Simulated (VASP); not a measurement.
# Ba (Fm-3m) in VASP: a series of runs

Ba is run at these levels: PBE; tasks: single point.

Program: VASP 6.6.1. These are calculated values, not measurements. Logs are shortened: lines on timing, memory, paths and dates and some standing lists are left out, and cuts for length are marked.

**1. The cell of the first run**

Symmetry: Fm-3m, No. 225, cubic system. Conventional cell: a = 6.271 Å, b = 6.271 Å, c = 6.271 Å, α = 90.00°, β = 90.00°, γ = 90.00°. Ba (site symmetry m-3m) has 12 Ba at 4.43 Å within 5.8 Å.

This isn't the form of Ba at room conditions, which is bcc.

**2. Single point, PBE (strained)**

File INCAR:

```
PREC = Accurate
ENCUT = 520
EDIFF = 1E-6
ISMEAR = 0
SIGMA = 0.1
LREAL = False
LASPH = True
NELM = 100
ALGO = Normal
ISIF = 2
LWAVE = False
LCHARG = True
GGA = PE
LELF = True
LVHAR = True
NBANDS = 11
```

File KPOINTS:

```
regular mesh
0
Gamma
  12 12 12
```

File POSCAR:

```
Ba
1.0
    0.0000000000      3.1355880728      3.1355880728
    3.1355880728      0.0000000000      3.1355880728
    3.1355880728      3.1355880728      0.0000000000
Ba
1
Direct
    0.0000000000      0.0000000000      0.0000000000
```

Potentials or basis: VASP PAW PBE potentials, release 64 (Ba_sv).

Launch:

```console
$ cat potpaw_PBE.64/Ba_sv/POTCAR > POTCAR
$ mpirun -np 1 vasp_std > vasp.out
```

OUTCAR:

```text
PREC = Accurate
   ENCUT = 520
   EDIFF = 1E-6
   ISMEAR = 0
   LREAL = False
   LASPH = True
   NELM = 100
   ISIF = 2
   GGA = PE

 ion  position               nearest neighbor table
   1  0.000  0.000  0.000-

  LATTYP: Found a face centered cubic cell.
 ALAT       =     6.2711761456

  Lattice vectors:

 A1 = (   0.0000000000,   3.1355880728,   3.1355880728)
 A2 = (   3.1355880728,   0.0000000000,   3.1355880728)
 A3 = (   3.1355880728,   3.1355880728,   0.0000000000)

Analysis of symmetry for initial positions (statically):
=====================================================================
 Subroutine PRICEL returns:
 Original cell was already a primitive cell.

 Routine SETGRP: Setting up the symmetry group for a
 face centered cubic supercell.

 Subroutine GETGRP returns: Found 48 space group operations
 (whereof 48 operations were pure point group operations)
 out of a pool of 48 trial point group operations.

The static configuration has the point symmetry O_h .

Analysis of symmetry for dynamics (positions and initial velocities):
=====================================================================
 Subroutine PRICEL returns:
 Original cell was already a primitive cell.

 Routine SETGRP: Setting up the symmetry group for a
 face centered cubic supercell.

 Subroutine GETGRP returns: Found 48 space group operations
 (whereof 48 operations were pure point group operations)
 out of a pool of 48 trial point group operations.

The dynamic configuration has the point symmetry O_h .

 Subroutine INISYM returns: Found 48 space group operations
 (whereof 48 operations are pure point group operations),
 and found     1 'primitive' translations

----------------------------------------------------------------------------------------

                                     Primitive cell

  volume of cell :      61.6577

  direct lattice vectors                    reciprocal lattice vectors
     0.000000000  3.135588073  3.135588073    -0.159459721  0.159459721  0.159459721
     3.135588073  0.000000000  3.135588073     0.159459721 -0.159459721  0.159459721
     3.135588073  3.135588073  0.000000000     0.159459721  0.159459721 -0.159459721

  length of vectors
     4.434391179  4.434391179  4.434391179     0.276192339  0.276192339  0.276192339

  position of ions in fractional coordinates (direct lattice)
     0.000000000  0.000000000  0.000000000

  ion indices of the primitive-cell ions
   primitive index   ion index
                 1           1

----------------------------------------------------------------------------------------

 KPOINTS: regular mesh

Automatic generation of k-mesh.
 Grid dimensions read from file:
 generate k-points for:   12   12   12

 Generating k-lattice:

  Cartesian coordinates                     Fractional coordinates (reciprocal lattice)
    -0.013288310  0.013288310  0.013288310     0.083333333  0.000000000  0.000000000
     0.013288310 -0.013288310  0.013288310     0.000000000  0.083333333  0.000000000
     0.013288310  0.013288310 -0.013288310     0.000000000  0.000000000  0.083333333

  Length of vectors
     0.023016028  0.023016028  0.023016028

  Shift w.r.t. Gamma in fractional coordinates (k-lattice)
     0.000000000  0.000000000  0.000000000

 Subroutine IBZKPT returns following result:
 ===========================================

 Found     72 irreducible k-points:

 Following reciprocal coordinates:
            Coordinates               Weight
  0.000000  0.000000  0.000000      1.000000
  0.083333  0.000000  0.000000      8.000000
  0.166667  0.000000  0.000000      8.000000
  0.250000  0.000000  0.000000      8.000000
  0.333333  0.000000  0.000000      8.000000
  0.416667  0.000000  0.000000      8.000000
[... 16 lines left out ...]
  0.500000  0.166667  0.000000     24.000000
 -0.416667  0.166667  0.000000     24.000000
 [... further k-points ...]
   k-points           NKPTS =     72   k-points in BZ     NKDIM =     72   number of bands    NBANDS=     11
   number of dos      NEDOS =    301   number of ions     NIONS =      1
   total plane-waves  NPLWV =  46656
   dimension x,y,z NGX =    36 NGY =   36 NGZ =   36
   dimension x,y,z NGXF=    72 NGYF=   72 NGZF=   72
   ions per type =               1
   NGX,Y,Z   is equivalent  to a cutoff of  13.50, 13.50, 13.50 a.u.
   NGXF,Y,Z  is equivalent  to a cutoff of  26.99, 26.99, 26.99 a.u.
 SYSTEM =  unknown system
   PREC   = accura    normal or accurate (medium, high low for compatibility)
   ISTART =      0    job   : 0-new  1-cont  2-samecut
   ICHARG =      2    charge: 1-file 2-atom 10-const
   ISPIN  =      1    spin polarized calculation?
   LNONCOLLINEAR =      F non collinear calculations
   LSORBIT =      F    spin-orbit coupling
   LASPH  =      T    aspherical Exc in radial PAW
   ENCUT  =  520.0 eV  38.22 Ry    6.18 a.u.   8.25  8.25  8.25*2*pi/ulx,y,z
   NELM   =    100;   NELMIN=  2; NELMDL= -5     # of ELM steps
   EDIFF  = 0.1E-05   stopping-criterion for ELM
   LREAL  =      F    real-space projection
   EDIFFG = 0.1E-04   stopping-criterion for IOM
   NSW    =      0    number of steps for IOM
   IBRION =     -1    ionic relax: 0-MD 1-quasi-New 2-CG
   NFREE  =      0    steps in history (QN), initial steepest desc. (CG)
   ISIF   =      2    stress and relaxation
   ISYM   =      2    0-nonsym 1-usesym 2-fastsym
   POTIM  = 0.5000    time-step for ionic-motion
   TEBEG  =    0.0;   TEEND  =   0.0 temperature during run
   PSTRESS=    0.0 pullay stress
   NELECT =      10.0000    total number of electrons
   NUPDOWN=      -1.0000    fix difference up-down
   EMIN   =  10.00;   EMAX   =-10.00  energy-range for DOS
   EFERMI =   0.00;   METHOD = LEGACY
   ISMEAR =     0;   SIGMA  =   0.10  broadening in eV -4-tet -1-fermi 0-gaus
   EFERMI_NEDOS =   21; number of points for ismear=-14 and -15
   IALGO  =     38    algorithm
   IMIX   =      4    mixing-type and parameters
     AMIX     =   0.40;   BMIX     =  1.00
     AMIX_MAG =   1.60;   BMIX_MAG =  1.00
  volume/ion in A,a.u.               =      61.66       416.09
  Fermi-wavevector in a.u.,A,eV,Ry     =   0.892783  1.687115 10.844676  0.797061
  Thomas-Fermi vector in A             =   2.014776
   LORBIT       =      0    0 simple, 1 ext, 2 COOP (PROOUT), +10 PAW based schemes
   GGA     = PE    functional components
   LHFCALC =     F    Hartree Fock is set to
   AEXX    =    0.0000 exact exchange contribution
   IVDW    =     0    specifies the selected vdW correction
   LEPSILON=     F    determine dielectric tensor
   LRPA    =     F    only Hartree local field effects (RPA)
 non-spin polarized calculation
 Gauss-broadening in eV      SIGMA  =   0.10
  energy-cutoff  :      520.00
  volume of cell :       61.66
 maximum number of plane-waves:      1676
 NGX is ok and might be reduce to    36
   NGX = 17   NGY = 17   NGZ = 17

 number of electron      10.0000000 magnetization

 number of electron       9.9999999 magnetization

 Free energy of the ion-electron system (eV)
  ---------------------------------------------------
  ext. energy  EPLUGINS =         0.00000000
  ---------------------------------------------------
  free energy    TOTEN  =        -1.89211418 eV

  energy without entropy =       -1.88454671  energy(sigma->0) =       -1.88833045

 E-fermi :   1.7691     XC(G=0):  -7.4768

 val. band max:        1.7685143318   @ k =  -0.3333   0.3333   0.0000
 cond. band min:       1.7785467447   @ k =  -0.2500   0.4167   0.1667
 fundamental gap:      0.0100324129
 Fermi energy:         1.7690974503

 k-point     1 :       0.0000    0.0000    0.0000
  band No.  band energies     occupation
      1     -27.1093      2.00000
      2     -12.0514      2.00000
      3     -12.0514      2.00000
      4     -12.0514      2.00000
      5      -1.0451      2.00000
      6       3.5479      0.00000
      7       3.5479      0.00000
      8       3.5479      0.00000
      9       5.1524      0.00000
     10       5.1524      0.00000
     11       7.8014      0.00000

 k-point     2 :       0.0833    0.0000    0.0000
  band No.  band energies     occupation
      1     -27.1063      2.00000
      2     -12.0869      2.00000
      3     -12.0558      2.00000
      4     -12.0558      2.00000
      5      -0.9187      2.00000
      6       3.3920      0.00000
      7       3.6087      0.00000
      8       3.6087      0.00000
      9       5.0676      0.00000
     10       5.0676      0.00000
     11       8.1084      0.00000

 k-point     3 :       0.1667    0.0000    0.0000
  band No.  band energies     occupation
      1     -27.0983      2.00000
      2     -12.1819      2.00000
      3     -12.0678      2.00000
      4     -12.0678      2.00000
      5      -0.5656      2.00000
      6       3.0578      0.00000
      7       3.7282      0.00000
      8       3.7282      0.00000
      9       4.9490      0.00000
     10       4.9490      0.00000
     11       8.4705      0.00000

 k-point     4 :       0.2500    0.0000    0.0000
  band No.  band energies     occupation
      1     -27.0873      2.00000
      2     -12.3073      2.00000
      3     -12.0840      2.00000
      4     -12.0840      2.00000
      5      -0.0699      2.00000
      6       2.7581      0.00000
      7       3.7260      0.00000
      8       3.7260      0.00000
      9       5.0918      0.00000
     10       5.0918      0.00000
     11       7.9672      0.00000

 k-point     5 :       0.3333    0.0000    0.0000
  band No.  band energies     occupation
      1     -27.0762      2.00000
      2     -12.4282      2.00000
      3     -12.1001      2.00000
      4     -12.1001      2.00000
      5       0.4127      2.00000
      6       2.6474      0.00000
      7       3.5828      0.00000
      8       3.5828      0.00000
      9       5.5555      0.00000
     10       5.5555      0.00000
     11       7.5703      0.00000
[... 211 lines left out ...]
 k-point    21 :       0.3333    0.1667    0.0000
  band No.  band energies     occupation
      1     -27.0763      2.00000
      2     -12.3584      2.00000
      3     -12.1369      2.00000
      4     -12.1346      2.00000
      5       0.4569      2.00000
      6       2.3805      0.00000
      7       3.2586      0.00000
      8       4.1081      0.00000
      9       4.9233      0.00000
     10       5.8873      0.00000
     11       8.7860      0.00000

 k-point    22 :       0.4167    0.1667    0.0000
  band No.  band energies     occupation
      1     -27.0672      2.00000
      2     -12.4446      2.00000
      3     -12.1650      2.00000
      4     -12.1446      2.00000
      5       0.9047      2.00000
      6       2.3284      0.00000
      7       3.0395      0.00000
      8       3.9745      0.00000
      9       5.6160      0.00000
     10       6.3139      0.00000
     11       8.1850      0.00000

 k-point    23 :       0.5000    0.1667    0.0000
  band No.  band energies     occupation
      1     -27.0615      2.00000
      2     -12.4952      2.00000
      3     -12.1913      2.00000
      4     -12.1445      2.00000
      5       1.1657      2.00000
      6       2.3446      0.00000
      7       3.0596      0.00000
      8       3.8414      0.00000
      9       6.2776      0.00000
     10       6.4315      0.00000
     11       7.6139      0.00000

 k-point    24 :      -0.4167    0.1667    0.0000
  band No.  band energies     occupation
      1     -27.0607      2.00000
      2     -12.4994      2.00000
      3     -12.2077      2.00000
      4     -12.1343      2.00000
      5       1.2232      2.00000
      6       2.3961      0.00000
      7       3.0608      0.00000
      8       3.7820      0.00000
      9       6.0065      0.00000
     10       6.6469      0.00000
     11       7.6305      0.00000

 [... further k-points ...]
[... 5 lines left out ...]
  --------------------------------------------------------------------------------------
  -------------------------------------------------------------------------------------
  Total        0.1530586      0.1530586      0.1530586      0.0000000      0.0000000     -0.0000000
  in kB        3.9772355      3.9772355      3.9772355      0.0000000      0.0000000     -0.0000000
  external PRESSURE =       3.9772355 kB  Pullay stress =       0.0000000 kB

 VOLUME and BASIS-vectors are now :
 -----------------------------------------------------------------------------
  energy-cutoff  :      520.00
  volume of cell :       61.66
      direct lattice vectors                 reciprocal lattice vectors
     0.000000000  3.135588073  3.135588073    -0.159459721  0.159459721  0.159459721
     3.135588073  0.000000000  3.135588073     0.159459721 -0.159459721  0.159459721
     3.135588073  3.135588073  0.000000000     0.159459721  0.159459721 -0.159459721

 POSITION                                       TOTAL-FORCE (eV/Angst)
 -----------------------------------------------------------------------------------
      0.00000      0.00000      0.00000         0.000000     -0.000000      0.000000
 -----------------------------------------------------------------------------------
    total drift:                                0.000000      0.000000      0.000000

  FREE ENERGIE OF THE ION-ELECTRON SYSTEM (eV)
  ---------------------------------------------------
  free  energy   TOTEN  =        -1.8921141764 eV

  energy  without entropy=       -1.8845467137  energy(sigma->0) =       -1.88833045
```

Run time: 28 s. Hardware: 1 thread of Intel Xeon Platinum 8259CL at 2.50GHz (Skylake/Cascade Lake), shared host; peak memory 0.22 GiB.

What came out:

```
Free energy            : -1.8921 eV
Pressure               : 0.4 GPa
Band gap on the k mesh : zero (bands 5 and 6 overlap by 0.34 eV)
```

Caveat: the cell differs from its parent crystal (strained); spin-orbit coupling is left out, which moves the levels of the heavy elements.

**3. Single point, PBE (strained)**

File INCAR:

```
SYSTEM = Ba
ALGO = Normal
EDIFF = 1E-6
ENCUT = 520
GGA = PE
ISIF = 2
ISMEAR = 0
LASPH = .TRUE.
LCHARG = .FALSE.
LREAL = .FALSE.
LWAVE = .FALSE.
NBANDS = 11
NELM = 100
PREC = Accurate
SIGMA = 0.1
```

File KPOINTS:

```
k-points
0
G
  12 12 12
  0 0 0
```

File POSCAR:

```
Ba
1.0
    0.0000000000      3.2941179645      3.2941179645
    3.2941179645      0.0000000000      3.2941179645
    3.2941179645      3.2941179645      0.0000000000
Ba
1
Direct
    0.0000000000      0.0000000000      0.0000000000
```

Potentials or basis: VASP PAW PBE potentials, release 64 (Ba_sv).

Launch:

```console
$ cat potpaw_PBE.64/Ba_sv/POTCAR > POTCAR
$ mpirun -np 1 vasp_std > vasp.out
```

Run time: 32 s. Hardware: 1 thread of Intel Xeon Platinum 8259CL at 2.50GHz (Skylake/Cascade Lake), shared host; peak memory 0.23 GiB.

Results (log left out):

| Quantity | Value |
| --- | --- |
| Free energy | -1.8773 eV |
| Pressure | -0.8 GPa |
| Band gap on the k mesh | zero (bands 5 and 6 overlap by 0.15 eV) |

Levels at points of the mesh, in eV from the Fermi level:
```csv
k point,band 1,band 2,band 3,band 4,band 5,band 6,band 7,band 8,band 9,band 10
"(0.00, 0.00, 0.00)",-29.17,-14.18,-14.18,-14.18,-2.75,1.60,1.60,1.60,2.94,2.94
"(0.50, 0.00, 0.00)",-29.15,-14.48,-14.22,-14.22,-0.95,0.70,1.48,1.48,3.96,3.96
"(0.50, 0.50, 0.00)",-29.14,-14.46,-14.29,-14.29,-0.73,-0.11,1.59,3.97,4.27,4.27
```

Caveat: the cell differs from its parent crystal (strained); spin-orbit coupling is left out, which moves the levels of the heavy elements.

(Part 1 of 2 ends here.)
